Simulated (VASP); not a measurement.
# HgTe (R-3m) in VASP: further runs

The runs below take HgTe through single point, with LDA.

Program: VASP 6.6.1. These are calculated values, not measurements. Logs are shortened: lines on timing, memory, paths and dates and some standing lists are left out, and cuts for length are marked.

## (1) The cell of the first run

It takes space group R-3m (No. 166, trigonal). Conventional cell: a = 4.173 Å, b = 4.173 Å, c = 9.918 Å, α = 90.00°, β = 90.00°, γ = 120.00°. Within 3.8 Å of Hg (site symmetry -3m) lie 6 Te at 2.92 Å. Te (site symmetry -3m) has 6 Hg at 2.92 Å within 3.8 Å.

## (2) Single point, LDA (equal xy, yz and zx shear strains of -2 %)

The input, INCAR:

```
SYSTEM = HgTe
ALGO = Normal ; EDIFF = 1E-7
ENCUT = 520 ; GGA = CA
ISIF = 2 ; ISMEAR = -1
LASPH = .True. ; LCHARG = .False.
LREAL = .False. ; LWAVE = .False.
NBANDS = 16 ; NELM = 100
PREC = Accurate ; SIGMA = 0.08
```

The input, KPOINTS:

```
k-points
0
Gamma
  10 10 10
  0 0 0
```

The input, POSCAR:

```
HgTe
1.0
   -0.0584300000      2.8922850000      2.8922850000
    2.8922850000     -0.0584300000      2.8922850000
    2.8922850000      2.8922850000     -0.0584300000
Hg Te
1 1
Direct
    0.0000000000      0.0000000000      0.0000000000
    0.5000000000      0.5000000000      0.5000000000
```

Potentials or basis: VASP PAW LDA potentials, release 64 (Hg, Te).

Started as:

```bash
$ cat potpaw_LDA.64/Hg/POTCAR potpaw_LDA.64/Te/POTCAR > POTCAR
$ mpirun -np 1 vasp_std > vasp.out
```

OUTCAR:

```text
SYSTEM = HgTe
   EDIFF = 1E-7
   ENCUT = 520
   GGA = CA
   ISIF = 2
   ISMEAR = -1
   LASPH = .True.
   LREAL = .False.
   NELM = 100
   PREC = Accurate

 ion  position               nearest neighbor table
   1  0.000  0.000  0.000-   2 2.92   2 2.92   2 2.92   2 2.92   2 2.92   2 2.92
   2  0.500  0.500  0.500-   1 2.92   1 2.92   1 2.92   1 2.92   1 2.92   1 2.92

  LATTYP: Found a trigonal (rhomboedric) cell.
 ALAT       =     4.0907259878
 COS(alpha) =     0.4797000918

  Lattice vectors:

 A1 = (  -0.0584300000,   2.8922850000,   2.8922850000)
 A2 = (   2.8922850000,  -0.0584300000,   2.8922850000)
 A3 = (   2.8922850000,   2.8922850000,  -0.0584300000)

Analysis of symmetry for initial positions (statically):
=====================================================================
 Subroutine PRICEL returns:
 Original cell was already a primitive cell.

 Routine SETGRP: Setting up the symmetry group for a
 trigonal (rhombohedral) supercell.

 Subroutine GETGRP returns: Found 12 space group operations
 (whereof 12 operations were pure point group operations)
 out of a pool of 12 trial point group operations.

The static configuration has the point symmetry D_3d.

Analysis of symmetry for dynamics (positions and initial velocities):
=====================================================================
 Subroutine PRICEL returns:
 Original cell was already a primitive cell.

 Routine SETGRP: Setting up the symmetry group for a
 trigonal (rhombohedral) supercell.

 Subroutine GETGRP returns: Found 12 space group operations
 (whereof 12 operations were pure point group operations)
 out of a pool of 12 trial point group operations.

The dynamic configuration has the point symmetry D_3d.

 Subroutine INISYM returns: Found 12 space group operations
 (whereof 12 operations are pure point group operations),
 and found     1 'primitive' translations

----------------------------------------------------------------------------------------

                                     Primitive cell

  volume of cell :      49.8559

  direct lattice vectors                    reciprocal lattice vectors
    -0.058430000  2.892285000  2.892285000    -0.167721369  0.171179542  0.171179542
     2.892285000 -0.058430000  2.892285000     0.171179542 -0.167721369  0.171179542
     2.892285000  2.892285000 -0.058430000     0.171179542  0.171179542 -0.167721369

  length of vectors
     4.090725988  4.090725988  4.090725988     0.294508622  0.294508622  0.294508622

  position of ions in fractional coordinates (direct lattice)
     0.000000000  0.000000000  0.000000000
     0.500000000  0.500000000  0.500000000

  ion indices of the primitive-cell ions
   primitive index   ion index
                 1           1
                 2           2

----------------------------------------------------------------------------------------

 KPOINTS: k-points

Automatic generation of k-mesh.
 Grid dimensions read from file:
 generate k-points for:   10   10   10

 Generating k-lattice:

  Cartesian coordinates                     Fractional coordinates (reciprocal lattice)
    -0.016772137  0.017117954  0.017117954     0.100000000  0.000000000  0.000000000
     0.017117954 -0.016772137  0.017117954     0.000000000  0.100000000  0.000000000
     0.017117954  0.017117954 -0.016772137     0.000000000  0.000000000  0.100000000

  Length of vectors
     0.029450862  0.029450862  0.029450862

  Shift w.r.t. Gamma in fractional coordinates (k-lattice)
     0.000000000  0.000000000  0.000000000

 Subroutine IBZKPT returns following result:
 ===========================================

 Found    116 irreducible k-points:

 Following reciprocal coordinates:
            Coordinates               Weight
  0.000000  0.000000  0.000000      1.000000
  0.100000  0.000000  0.000000      6.000000
  0.200000  0.000000  0.000000      6.000000
  0.300000  0.000000  0.000000      6.000000
  0.400000  0.000000  0.000000      6.000000
  0.500000  0.000000  0.000000      3.000000
[... 16 lines left out ...]
  0.300000  0.300000 -0.000000      6.000000
  0.400000  0.300000 -0.000000     12.000000
 [... further k-points ...]
   k-points           NKPTS =    116   k-points in BZ     NKDIM =    116   number of bands    NBANDS=     16
   number of dos      NEDOS =    301   number of ions     NIONS =      2
   total plane-waves  NPLWV =  27000
   dimension x,y,z NGX =    30 NGY =   30 NGZ =   30
   dimension x,y,z NGXF=    60 NGYF=   60 NGZF=   60
   ions per type =               1   1
   NGX,Y,Z   is equivalent  to a cutoff of  12.19, 12.19, 12.19 a.u.
   NGXF,Y,Z  is equivalent  to a cutoff of  24.38, 24.38, 24.38 a.u.
 SYSTEM =  HgTe
   PREC   = accura    normal or accurate (medium, high low for compatibility)
   ISTART =      0    job   : 0-new  1-cont  2-samecut
   ICHARG =      2    charge: 1-file 2-atom 10-const
   ISPIN  =      1    spin polarized calculation?
   LNONCOLLINEAR =      F non collinear calculations
   LSORBIT =      F    spin-orbit coupling
   LASPH  =      T    aspherical Exc in radial PAW
   ENCUT  =  520.0 eV  38.22 Ry    6.18 a.u.   7.61  7.61  7.61*2*pi/ulx,y,z
   NELM   =    100;   NELMIN=  2; NELMDL= -5     # of ELM steps
   EDIFF  = 0.1E-06   stopping-criterion for ELM
   LREAL  =      F    real-space projection
   EDIFFG = 0.1E-05   stopping-criterion for IOM
   NSW    =      0    number of steps for IOM
   IBRION =     -1    ionic relax: 0-MD 1-quasi-New 2-CG
   NFREE  =      0    steps in history (QN), initial steepest desc. (CG)
   ISIF   =      2    stress and relaxation
   ISYM   =      2    0-nonsym 1-usesym 2-fastsym
   POTIM  = 0.5000    time-step for ionic-motion
   TEBEG  =    0.0;   TEEND  =   0.0 temperature during run
   PSTRESS=    0.0 pullay stress
   NELECT =      18.0000    total number of electrons
   NUPDOWN=      -1.0000    fix difference up-down
   EMIN   =  10.00;   EMAX   =-10.00  energy-range for DOS
   EFERMI =   0.00;   METHOD = LEGACY
   ISMEAR =    -1;   SIGMA  =   0.08  broadening in eV -4-tet -1-fermi 0-gaus
   EFERMI_NEDOS =   21; number of points for ismear=-14 and -15
   IALGO  =     38    algorithm
   IMIX   =      4    mixing-type and parameters
     AMIX     =   0.40;   BMIX     =  1.00
     AMIX_MAG =   1.60;   BMIX_MAG =  1.00
  volume/ion in A,a.u.               =      24.93       168.22
  Fermi-wavevector in a.u.,A,eV,Ry     =   1.165718  2.202888 18.488936  1.358898
  Thomas-Fermi vector in A             =   2.302240
   LORBIT       =      0    0 simple, 1 ext, 2 COOP (PROOUT), +10 PAW based schemes
   GGA     = CA    functional components
   LHFCALC =     F    Hartree Fock is set to
   AEXX    =    0.0000 exact exchange contribution
   IVDW    =     0    specifies the selected vdW correction
   LEPSILON=     F    determine dielectric tensor
   LRPA    =     F    only Hartree local field effects (RPA)
 non-spin polarized calculation
  energy-cutoff  :      520.00
  volume of cell :       49.86
 maximum number of plane-waves:      1357
   NGX = 15   NGY = 15   NGZ = 15

 number of electron      18.0000000 magnetization

 Free energy of the ion-electron system (eV)
  ---------------------------------------------------
  ext. energy  EPLUGINS =         0.00000000
  ---------------------------------------------------
  free energy    TOTEN  =        -4.89476875 eV

  energy without entropy =       -4.88216325  energy(sigma->0) =       -4.88846600

 E-fermi :   5.7863     XC(G=0): -10.7519

 val. band max:        5.7664352299   @ k =   0.3000   0.0000   0.0000
 cond. band min:       5.8349598887   @ k =   0.3000   0.2000   0.2000
 fundamental gap:      0.0685246589
 Fermi energy:         5.7862669640

 k-point     1 :       0.0000    0.0000    0.0000
  band No.  band energies     occupation
      1      -7.2784      2.00000
      2      -1.4693      2.00000
      3      -1.4693      2.00000
      4      -1.4138      2.00000
      5      -1.4138      2.00000
      6      -1.3759      2.00000
[... 8 lines left out ...]
     15      13.7592      0.00000
     16      13.7756      0.00000

 k-point     2 :       0.1000    0.0000    0.0000
  band No.  band energies     occupation
      1      -7.1711      2.00000
      2      -1.5207      2.00000
      3      -1.5097      2.00000
      4      -1.4309      2.00000
      5      -1.3941      2.00000
      6      -1.3625      2.00000
[... 8 lines left out ...]
     15      13.8371      0.00000
     16      14.0982      0.00000

 k-point     3 :       0.2000    0.0000    0.0000
  band No.  band energies     occupation
      1      -6.8610      2.00000
      2      -1.6521      2.00000
      3      -1.6251      2.00000
      4      -1.5001      2.00000
      5      -1.3384      2.00000
      6      -1.3089      2.00000
[... 8 lines left out ...]
     15      14.2793      0.00000
     16      14.6327      0.00000

 k-point     4 :       0.3000    0.0000    0.0000
  band No.  band energies     occupation
      1      -6.3948      2.00000
      2      -1.8042      2.00000
      3      -1.7634      2.00000
      4      -1.6807      2.00000
      5      -1.2674      2.00000
      6      -1.2355      2.00000
[... 8 lines left out ...]
     15      15.0248      0.00000
     16      15.4619      0.00000
[... 324 lines left out ...]
 k-point    22 :      -0.2000    0.2000    0.0000
  band No.  band energies     occupation
      1      -6.3006      2.00000
      2      -1.8882      2.00000
      3      -1.8297      2.00000
      4      -1.5029      2.00000
      5      -1.2672      2.00000
      6      -1.1921      2.00000
[... 8 lines left out ...]
     15      15.7530      0.00000
     16      17.1892      0.00000

 k-point    23 :       0.3000    0.3000   -0.0000
  band No.  band energies     occupation
      1      -6.3132      2.00000
      2      -1.8284      2.00000
      3      -1.5381      2.00000
      4      -1.3805      2.00000
      5      -1.2315      2.00000
      6      -1.2166      2.00000
[... 8 lines left out ...]
     15      17.5790      0.00000
     16      18.0649      0.00000

 k-point    24 :       0.4000    0.3000   -0.0000
  band No.  band energies     occupation
      1      -6.0897      2.00000
      2      -1.6390      2.00000
      3      -1.5636      2.00000
      4      -1.4339      2.00000
      5      -1.1571      2.00000
      6      -1.1337      2.00000
[... 8 lines left out ...]
     15      18.0951      0.00000
     16      18.1607      0.00000

 [... further k-points ...]
[... 5 lines left out ...]
  --------------------------------------------------------------------------------------
  -------------------------------------------------------------------------------------
  Total        1.3714304      1.3714304      1.3714304      0.1179548      0.1179548      0.1179548
  in kB       44.0725169     44.0725169     44.0725169      3.7906138      3.7906138      3.7906138
  external PRESSURE =      44.0725169 kB  Pullay stress =       0.0000000 kB

 VOLUME and BASIS-vectors are now :
 -----------------------------------------------------------------------------
  energy-cutoff  :      520.00
  volume of cell :       49.86
      direct lattice vectors                 reciprocal lattice vectors
    -0.058430000  2.892285000  2.892285000    -0.167721369  0.171179542  0.171179542
     2.892285000 -0.058430000  2.892285000     0.171179542 -0.167721369  0.171179542
     2.892285000  2.892285000 -0.058430000     0.171179542  0.171179542 -0.167721369

 POSITION                                       TOTAL-FORCE (eV/Angst)
 -----------------------------------------------------------------------------------
      0.00000      0.00000      0.00000        -0.000000      0.000000      0.000000
      2.86307      2.86307      2.86307         0.000000     -0.000000     -0.000000
 -----------------------------------------------------------------------------------
    total drift:                               -0.000000      0.000000      0.000000

  FREE ENERGIE OF THE ION-ELECTRON SYSTEM (eV)
  ---------------------------------------------------
  free  energy   TOTEN  =        -4.8947687495 eV

  energy  without entropy=       -4.8821632503  energy(sigma->0) =       -4.88846600
```

It took 98 s on 1 thread of Intel Xeon Platinum 8488C (Sapphire Rapids), shared host; peak memory 0.22 GiB.

Results:

```
Free energy            : -4.8948 eV
Pressure               : 4.4 GPa
Band gap on the k mesh : zero (band 9 reaches 6.26 eV, above the bottom of band 10 at 3.09 eV)
```

Caveat: the cell differs from its parent crystal (equal xy, yz and zx shear strains of -2 %); spin-orbit coupling is left out, which moves the levels of the heavy elements.

## (3) Single point, LDA (equal xy, yz and zx shear strains of +1 %)

The input, INCAR:

```
ALGO     = Normal         # electronic algorithm
EDIFF    = 1E-6           # SCF threshold, eV
ENCUT    = 520            # plane-wave cutoff, eV
ISIF     = 2              # what is computed and relaxed
ISMEAR   = -1             # smearing method
LASPH    = T              # aspherical terms in the spheres
LCHARG   = F              # write CHGCAR
LREAL    = F              # projectors in reciprocal space
LWAVE    = F              # write WAVECAR
NBANDS   = 16             # bands
NELM     = 80             # most SCF steps
PREC     = Accurate       # precision mode
SIGMA    = 0.08           # smearing width, eV
```

The input, KPOINTS:

```
k-points
0
Gamma
  10 10 10
```

The input, POSCAR:

```
HgTe
1.0
    0.0292150000      2.9361075000      2.9361075000
    2.9361075000      0.0292150000      2.9361075000
    2.9361075000      2.9361075000      0.0292150000
Hg Te
1 1
Direct
    0.0000000000      0.0000000000      0.0000000000
    0.5000000000      0.5000000000      0.5000000000
```

Potentials or basis: VASP PAW LDA potentials, release 64 (Hg, Te).

Started as:

```bash
$ cat potpaw_LDA.64/Hg/POTCAR potpaw_LDA.64/Te/POTCAR > POTCAR
$ mpirun -np 1 vasp_std > vasp.out
```

It took 75 s on 1 thread of Intel Xeon Platinum 8488C (Sapphire Rapids), shared host; peak memory 0.22 GiB.

Results (log left out):

- Free energy: -4.8978 eV
- Pressure: 4.4 GPa
- Band gap on the k mesh: zero (band 9 reaches 6.26 eV, above the bottom of band 10 at 3.02 eV)

Stress tensor (GPa, compression positive):
```
 4.40 -0.19 -0.19
-0.19  4.40 -0.19
-0.19 -0.19  4.40
```

Levels at points of the mesh, in eV from the Fermi level:
```csv
k point,band 5,band 6,band 7,band 8,band 9,band 10,band 11,band 12,band 13,band 14
"(0.00, 0.00, 0.00)",-7.18,-7.18,-1.00,-0.86,-0.86,-0.47,7.58,7.78,7.78,7.79
"(0.50, 0.00, 0.00)",-6.95,-6.94,-6.06,0.41,0.43,2.36,3.63,3.74,4.27,10.78
"(0.50, 0.50, 0.00)",-6.84,-6.00,-5.19,-2.99,-2.88,-2.76,4.64,9.77,9.80,10.46
"(0.50, 0.50, 0.50)",-6.95,-6.95,-6.13,0.47,0.47,2.49,3.81,3.81,4.42,10.68
```

Caveat: the cell differs from its parent crystal (equal xy, yz and zx shear strains of +1 %); spin-orbit coupling is left out, which moves the levels of the heavy elements.
